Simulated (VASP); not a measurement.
# MgB26N27 (a cell with a defect) in VASP: electric field gradients with PBE

Aim: the electric field gradients of MgB26N27 (a cell with a defect) with PBE.

Program: VASP 6.6.1. These are calculated values, not measurements. Logs are shortened: lines on timing, memory, paths and dates and some standing lists are left out, and cuts for length are marked.

## 1. The cell of the first run

The cell holds a defect, 54 atoms: a = 7.669 Å, b = 7.669 Å, c = 7.669 Å, α = 60.00°, β = 60.00°, γ = 60.00°.

## 2. Electric field gradients, PBE

Contents of INCAR:

```
PREC = Accurate
ENCUT = 520
EDIFF = 1E-8
ISMEAR = -1
SIGMA = 0.01
LREAL = Auto
LASPH = T
NELM = 60
ALGO = Normal
ISIF = 2
LWAVE = F
LCHARG = F
GGA = PE
LEFG = T
NELECT = 216.0
NBANDS = 140
```

Contents of KPOINTS:

```
Automatic mesh
0
Gamma
  3 3 3
```

Contents of POSCAR:

```
MgB26N27
1.0
    0.0000000000      5.4225000000      5.4225000000
    5.4225000000      0.0000000000      5.4225000000
    5.4225000000      5.4225000000      0.0000000000
Mg B N
1 26 27
Direct
    0.0000000000      0.0000000000      0.0000000000
    0.0000000000      0.0000000000      0.3333333333
    0.0000000000      0.0000000000      0.6666666667
    0.0000000000      0.3333333333      0.0000000000
    0.0000000000      0.3333333333      0.3333333333
    0.0000000000      0.3333333333      0.6666666667
    0.0000000000      0.6666666667      0.0000000000
    0.0000000000      0.6666666667      0.3333333333
    0.0000000000      0.6666666667      0.6666666667
    0.3333333333      0.0000000000      0.0000000000
    0.3333333333      0.0000000000      0.3333333333
    0.3333333333      0.0000000000      0.6666666667
    0.3333333333      0.3333333333      0.0000000000
    0.3333333333      0.3333333333      0.3333333333
    0.3333333333      0.3333333333      0.6666666667
    0.3333333333      0.6666666667      0.0000000000
    0.3333333333      0.6666666667      0.3333333333
    0.3333333333      0.6666666667      0.6666666667
    0.6666666667      0.0000000000      0.0000000000
    0.6666666667      0.0000000000      0.3333333333
    0.6666666667      0.0000000000      0.6666666667
    0.6666666667      0.3333333333      0.0000000000
    0.6666666667      0.3333333333      0.3333333333
    0.6666666667      0.3333333333      0.6666666667
    0.6666666667      0.6666666667      0.0000000000
    0.6666666667      0.6666666667      0.3333333333
    0.6666666667      0.6666666667      0.6666666667
    0.0833333333      0.0833333333      0.0833333333
    0.0833333333      0.0833333333      0.4166666667
    0.0833333333      0.0833333333      0.7500000000
    0.0833333333      0.4166666667      0.0833333333
    0.0833333333      0.4166666667      0.4166666667
    0.0833333333      0.4166666667      0.7500000000
    0.0833333333      0.7500000000      0.0833333333
    0.0833333333      0.7500000000      0.4166666667
    0.0833333333      0.7500000000      0.7500000000
    0.4166666667      0.0833333333      0.0833333333
    0.4166666667      0.0833333333      0.4166666667
    0.4166666667      0.0833333333      0.7500000000
    0.4166666667      0.4166666667      0.0833333333
    0.4166666667      0.4166666667      0.4166666667
    0.4166666667      0.4166666667      0.7500000000
    0.4166666667      0.7500000000      0.0833333333
    0.4166666667      0.7500000000      0.4166666667
    0.4166666667      0.7500000000      0.7500000000
    0.7500000000      0.0833333333      0.0833333333
    0.7500000000      0.0833333333      0.4166666667
    0.7500000000      0.0833333333      0.7500000000
    0.7500000000      0.4166666667      0.0833333333
    0.7500000000      0.4166666667      0.4166666667
    0.7500000000      0.4166666667      0.7500000000
    0.7500000000      0.7500000000      0.0833333333
    0.7500000000      0.7500000000      0.4166666667
    0.7500000000      0.7500000000      0.7500000000
```

Potentials or basis: VASP PAW PBE potentials, release 64 (Mg, B, N).

Launch:

```
cat potpaw_PBE.64/Mg/POTCAR potpaw_PBE.64/B/POTCAR potpaw_PBE.64/N/POTCAR > POTCAR
mpirun -np 1 vasp_std > vasp.out
```

OUTCAR:

```text
PREC = Accurate
   ENCUT = 520
   EDIFF = 1E-8
   ISMEAR = -1
   LREAL = Auto
   LASPH = T
   NELM = 60
   ISIF = 2
   GGA = PE
   NELECT = 216.0

 ion  position               nearest neighbor table
   1  0.000  0.000  0.000-  28 1.57  30 1.57  34 1.57  46 1.57   7 2.56   8 2.56  10 2.56  12 2.56
                            16 2.56  19 2.56  20 2.56  22 2.56   2 2.56   3 2.56   4 2.56   6 2.56
   2  0.000  0.000  0.333-  28 1.57  29 1.57  35 1.57  47 1.57   1 2.56
   3  0.000  0.000  0.667-  30 1.57  29 1.57  36 1.57  48 1.57   1 2.56
   4  0.000  0.333  0.000-  28 1.57  31 1.57  33 1.57  49 1.57   1 2.56
   5  0.000  0.333  0.333-  29 1.57  31 1.57  50 1.57  32 1.57
   6  0.000  0.333  0.667-  30 1.57  32 1.57  33 1.57  51 1.57   1 2.56
   7  0.000  0.667  0.000-  34 1.57  31 1.57  36 1.57  52 1.57   1 2.56
   8  0.000  0.667  0.333-  32 1.57  34 1.57  35 1.57  53 1.57   1 2.56
   9  0.000  0.667  0.667-  36 1.57  35 1.57  33 1.57  54 1.57
  10  0.333  0.000  0.000-  28 1.57  37 1.57  39 1.57  43 1.57   1 2.56
  11  0.333  0.000  0.333-  29 1.57  37 1.57  44 1.57  38 1.57
  12  0.333  0.000  0.667-  30 1.57  38 1.57  39 1.57  45 1.57   1 2.56
  13  0.333  0.333  0.000-  31 1.57  37 1.57  42 1.57  40 1.57
  14  0.333  0.333  0.333-  32 1.57  38 1.57  40 1.57  41 1.57
  15  0.333  0.333  0.667-  33 1.57  39 1.57  41 1.57  42 1.57
  16  0.333  0.667  0.000-  34 1.57  40 1.57  43 1.57  45 1.57   1 2.56
  17  0.333  0.667  0.333-  35 1.57  41 1.57  43 1.57  44 1.57
  18  0.333  0.667  0.667-  36 1.57  42 1.57  44 1.57  45 1.57
[... 34 lines left out ...]
  53  0.750  0.750  0.417-   8 1.57  20 1.57  26 1.57  27 1.57
  54  0.750  0.750  0.750-  27 1.57  21 1.57  25 1.57   9 1.57

  LATTYP: Found a face centered cubic cell.
 ALAT       =    10.8450000000

  Lattice vectors:

 A1 = (   0.0000000000,   5.4225000000,   5.4225000000)
 A2 = (   5.4225000000,   0.0000000000,   5.4225000000)
 A3 = (   5.4225000000,   5.4225000000,   0.0000000000)

Analysis of symmetry for initial positions (statically):
=====================================================================
 Subroutine PRICEL returns:
 Original cell was already a primitive cell.

 Routine SETGRP: Setting up the symmetry group for a
 face centered cubic supercell.

 Subroutine GETGRP returns: Found 24 space group operations
 (whereof 24 operations were pure point group operations)
 out of a pool of 48 trial point group operations.

The static configuration has the point symmetry T_d .

Analysis of symmetry for dynamics (positions and initial velocities):
=====================================================================
 Subroutine PRICEL returns:
 Original cell was already a primitive cell.

 Routine SETGRP: Setting up the symmetry group for a
 face centered cubic supercell.

 Subroutine GETGRP returns: Found 24 space group operations
 (whereof 24 operations were pure point group operations)
 out of a pool of 48 trial point group operations.

The dynamic configuration has the point symmetry T_d .

 Subroutine INISYM returns: Found 24 space group operations
 (whereof 24 operations are pure point group operations),
 and found     1 'primitive' translations

----------------------------------------------------------------------------------------

                                     Primitive cell

  volume of cell :     318.8810

  direct lattice vectors                    reciprocal lattice vectors
     0.000000000  5.422500000  5.422500000    -0.092208391  0.092208391  0.092208391
     5.422500000  0.000000000  5.422500000     0.092208391 -0.092208391  0.092208391
     5.422500000  5.422500000  0.000000000     0.092208391  0.092208391 -0.092208391

  length of vectors
     7.668573042  7.668573042  7.668573042     0.159709618  0.159709618  0.159709618

  position of ions in fractional coordinates (direct lattice)
     0.000000000  0.000000000  0.000000000
     0.000000000  0.000000000  0.333333333
     0.000000000  0.000000000  0.666666667
[... 169 lines left out ...]
   PSTRESS=    0.0 pullay stress
   NELECT =     216.0000    total number of electrons
   NUPDOWN=      -1.0000    fix difference up-down
   EMIN   =  10.00;   EMAX   =-10.00  energy-range for DOS
   EFERMI =   0.00;   METHOD = LEGACY
   ISMEAR =    -1;   SIGMA  =   0.01  broadening in eV -4-tet -1-fermi 0-gaus
   EFERMI_NEDOS =   21; number of points for ismear=-14 and -15
   IALGO  =     38    algorithm
   IMIX   =      4    mixing-type and parameters
     AMIX     =   0.40;   BMIX     =  1.00
     AMIX_MAG =   1.60;   BMIX_MAG =  1.00
  volume/ion in A,a.u.               =       5.91        39.85
  Fermi-wavevector in a.u.,A,eV,Ry     =   1.437749  2.716952 28.124920  2.067123
  Thomas-Fermi vector in A             =   2.556793
   LORBIT       =      0    0 simple, 1 ext, 2 COOP (PROOUT), +10 PAW based schemes
   GGA     = PE    functional components
   LHFCALC =     F    Hartree Fock is set to
   AEXX    =    0.0000 exact exchange contribution
   IVDW    =     0    specifies the selected vdW correction
   LEPSILON=     F    determine dielectric tensor
   LRPA    =     F    only Hartree local field effects (RPA)
 non-spin polarized calculation
  energy-cutoff  :      520.00
  volume of cell :      318.88
 maximum number of plane-waves:      8616
 NGX is ok and might be reduce to    60
   NGX = 29   NGY = 29   NGZ = 29

 number of electron     215.9999971 magnetization

 Free energy of the ion-electron system (eV)
  ---------------------------------------------------
  ext. energy  EPLUGINS =         0.00000000
  ---------------------------------------------------
  free energy    TOTEN  =      -444.41059201 eV

  energy without entropy =     -444.41059201  energy(sigma->0) =     -444.41059201

 E-fermi :   8.2592     XC(G=0): -12.8670

 val. band max:        7.9408592685   @ k =   0.0000   0.0000   0.0000
 cond. band min:      12.0376803347   @ k =   0.3333   0.3333   0.0000
 fundamental gap:      4.0968210662
 Fermi energy:         8.2591570982

 k-point     1 :       0.0000    0.0000    0.0000
  band No.  band energies     occupation
      1     -12.7942      2.00000
      2     -10.3990      2.00000
      3     -10.3663      2.00000
      4     -10.3663      2.00000
      5     -10.3663      2.00000
      6     -10.2530      2.00000
[... 481 lines left out ...]
    119      15.9235      0.00000
    120      16.0052      0.00000
 [bands above 120 left out]

------------------------ aborting loop because EDIFF is reached ----------------------------------------

  FORCE on cell =-STRESS in cart. coord.  units (eV):
  Direction    XX          YY          ZZ          XY          YZ          ZX
  --------------------------------------------------------------------------------------
  -------------------------------------------------------------------------------------
  Total       52.0570266     52.0570266     52.0570266      0.0000000      0.0000000      0.0000000
  in kB      261.5539381    261.5539381    261.5539381      0.0000000      0.0000000      0.0000000
  external PRESSURE =     261.5539381 kB  Pullay stress =       0.0000000 kB

 VOLUME and BASIS-vectors are now :
 -----------------------------------------------------------------------------
  energy-cutoff  :      520.00
  volume of cell :      318.88
      direct lattice vectors                 reciprocal lattice vectors
     0.000000000  5.422500000  5.422500000    -0.092208391  0.092208391  0.092208391
     5.422500000  0.000000000  5.422500000     0.092208391 -0.092208391  0.092208391
     5.422500000  5.422500000  0.000000000     0.092208391  0.092208391 -0.092208391

 POSITION                                       TOTAL-FORCE (eV/Angst)
 -----------------------------------------------------------------------------------
      0.00000      0.00000      0.00000        -0.000000     -0.000000     -0.000000
      1.80750      1.80750      0.00000        -0.498491     -0.498491      0.991139
      3.61500      3.61500      0.00000         0.498491      0.498491      0.991139
      1.80750      0.00000      1.80750        -0.498491      0.991139     -0.498491
      3.61500      1.80750      1.80750        -0.167204      0.167204      0.167204
      5.42250      3.61500      1.80750        -0.991139      0.498491     -0.498491
[... 46 lines left out ...]
      6.32625      6.32625      8.13375         0.139010      0.139010     -0.301769
      8.13375      8.13375      8.13375        -0.000000     -0.000000     -0.000000
 -----------------------------------------------------------------------------------
    total drift:                               -0.000000     -0.000000      0.000001

  FREE ENERGIE OF THE ION-ELECTRON SYSTEM (eV)
  ---------------------------------------------------
  free  energy   TOTEN  =      -444.4105920105 eV

  energy  without entropy=     -444.4105920105  energy(sigma->0) =     -444.41059201

 Electric field gradients (V/A^2)
---------------------------------------------------------------------
 ion       V_xx      V_yy      V_zz      V_xy      V_xz      V_yz
---------------------------------------------------------------------
   1       0.000     0.000     0.000    -0.000    -0.000    -0.000
   2       0.453     0.453    -0.907    -1.746     1.237     1.237
   3       0.453     0.453    -0.907    -1.746    -1.237    -1.237
   4       0.453    -0.907     0.453     1.237    -1.746     1.237
   5      -0.000     0.000     0.000    -0.509    -0.509     0.509
   6      -0.907     0.453     0.453     1.237    -1.237     1.746
[... 46 lines left out ...]
  53       0.357     0.357    -0.714     2.015     0.748     0.748
  54       0.000    -0.000     0.000    -0.000    -0.000    -0.000
---------------------------------------------------------------------

 Electric field gradients after diagonalization (V/A^2)
 (convention: |V_zz| > |V_xx| > |V_yy|)
----------------------------------------------------------------------
 ion       V_xx      V_yy      V_zz     asymmetry (V_yy - V_xx)/ V_zz
----------------------------------------------------------------------
   1       0.000     0.000    -0.000       0.000
   2       2.200     0.660    -2.860       0.538
   3       2.200     0.660    -2.860       0.538
   4       2.200     0.660    -2.860       0.538
   5      -0.509    -0.509     1.018       0.000
   6       2.200     0.660    -2.860       0.538
[... 46 lines left out ...]
  53      -1.658    -1.041     2.699       0.229
  54       0.000     0.000    -0.000       0.000
----------------------------------------------------------------------

           NMR quadrupolar parameters

 Cq : quadrupolar parameter    Cq=e*Q*V_zz/h
 eta: asymmetry parameters     (V_yy - V_xx)/ V_zz
 Q  : nuclear electric quadrupole moment in mb (millibarn)
----------------------------------------------------------------------
 ion       Cq(MHz)       eta       Q (mb)
----------------------------------------------------------------------
   1      -0.000       0.000       1.000
   2      -0.007       0.538       1.000
   3      -0.007       0.538       1.000
   4      -0.007       0.538       1.000
   5       0.002       0.000       1.000
   6      -0.007       0.538       1.000
[... 46 lines left out ...]
  53       0.007       0.229       1.000
  54      -0.000       0.000       1.000
----------------------------------------------------------------------
```

Wall time 14 min (1 thread of Intel Xeon Platinum 8259CL at 2.50GHz (Skylake/Cascade Lake), shared host); peak memory 0.56 GiB.

Results:

```
Free energy                             : -444.4106 eV
Largest force                           : 15.234 eV/Å
Largest electric field gradient by atom : Mg +0.0; B -2.9, +1.0, +0.6, +0.4 (each value once); N -80.6, -6.7, +2.7, -0.7, +0.0 (each value once) V/Å²
```

Forces on the atoms (eV/Å):
```
Mg   0.000  0.000  0.000
B   -0.498 -0.498  0.991
B    0.498  0.498  0.991
B   -0.498  0.991 -0.498
B   -0.167  0.167  0.167
B   -0.991  0.498 -0.498
B    0.498  0.991  0.498
B   -0.991 -0.498  0.498
B   -0.111  0.111  0.111
B    0.991 -0.498 -0.498
B    0.167 -0.167  0.167
B    0.498 -0.991 -0.498
B    0.167  0.167 -0.167
B   -0.167 -0.167 -0.167
B    0.000  0.000 -0.209
B    0.498 -0.498 -0.991
B    0.000 -0.209  0.000
B    0.209  0.000  0.000
B    0.991  0.498  0.498
B   -0.498 -0.991  0.498
B    0.111 -0.111  0.111
B   -0.498  0.498 -0.991
B   -0.209  0.000  0.000
B    0.000  0.209  0.000
B    0.111  0.111 -0.111
B    0.000  0.000  0.209
B   -0.111 -0.111 -0.111
N    8.795  8.795  8.795
N    0.000  0.000 -0.277
N   -8.795 -8.795  8.795
N    0.000 -0.277  0.000
N    0.277  0.000  0.000
N    0.139 -0.139  0.302
N   -8.795  8.795 -8.795
N    0.139  0.302 -0.139
N   -0.302 -0.139 -0.139
N   -0.277  0.000  0.000
N    0.000  0.277  0.000
N   -0.139  0.139  0.302
N    0.000  0.000  0.277
N    0.057  0.057  0.057
N   -0.057 -0.057  0.057
N   -0.139  0.302  0.139
N   -0.057  0.057 -0.057
N   -0.302  0.139  0.139
N    8.795 -8.795 -8.795
N    0.302  0.139 -0.139
N   -0.139 -0.302 -0.139
N    0.302 -0.139  0.139
N    0.057 -0.057 -0.057
N    0.139 -0.302  0.139
N   -0.139 -0.139 -0.302
N    0.139  0.139 -0.302
N    0.000  0.000  0.000
```

Electric field gradients, principal values (V/Å²):
```csv
atom,least,middle,greatest (by size)
1 Mg,0.000,0.000,0.000
2 B,0.660,2.200,-2.860
3 B,0.660,2.200,-2.860
4 B,0.660,2.200,-2.860
5 B,-0.509,-0.509,1.018
6 B,0.660,2.200,-2.860
7 B,0.660,2.200,-2.860
8 B,0.660,2.200,-2.860
9 B,-0.281,-0.281,0.562
10 B,0.660,2.200,-2.860
11 B,-0.509,-0.509,1.018
12 B,0.660,2.200,-2.860
13 B,-0.509,-0.509,1.018
14 B,-0.509,-0.509,1.018
15 B,-0.012,-0.394,0.406
16 B,0.660,2.200,-2.860
17 B,-0.012,-0.394,0.406
18 B,-0.012,-0.394,0.406
19 B,0.660,2.200,-2.860
20 B,0.660,2.200,-2.860
21 B,-0.281,-0.281,0.562
22 B,0.660,2.200,-2.860
23 B,-0.012,-0.394,0.406
24 B,-0.012,-0.394,0.406
25 B,-0.281,-0.281,0.562
26 B,-0.012,-0.394,0.406
27 B,-0.281,-0.281,0.562
28 N,40.314,40.314,-80.628
29 N,2.379,4.303,-6.682
30 N,40.313,40.314,-80.627
31 N,2.379,4.303,-6.682
32 N,2.379,4.303,-6.681
33 N,-1.041,-1.659,2.700
34 N,40.313,40.314,-80.627
35 N,-1.041,-1.659,2.700
36 N,-1.042,-1.658,2.700
37 N,2.379,4.303,-6.682
38 N,2.379,4.303,-6.681
39 N,-1.041,-1.659,2.700
40 N,2.379,4.303,-6.681
41 N,0.369,0.369,-0.738
42 N,0.369,0.369,-0.738
43 N,-1.041,-1.659,2.700
44 N,0.369,0.369,-0.738
45 N,-1.041,-1.658,2.699
46 N,40.313,40.314,-80.627
47 N,-1.041,-1.659,2.700
48 N,-1.042,-1.658,2.700
49 N,-1.041,-1.659,2.700
50 N,0.369,0.369,-0.738
51 N,-1.041,-1.658,2.699
52 N,-1.042,-1.658,2.700
53 N,-1.041,-1.658,2.699
54 N,0.000,0.000,0.000
```

Caveat: the cell carries a net charge on a neutralising background, which shifts energy and pressure; the cell is charged against a uniform background, so pressure and absolute levels hang on convention; without QUAD_EFG the Cq values of the log hold for a quadrupole moment of 1 mb, not for the nuclei.
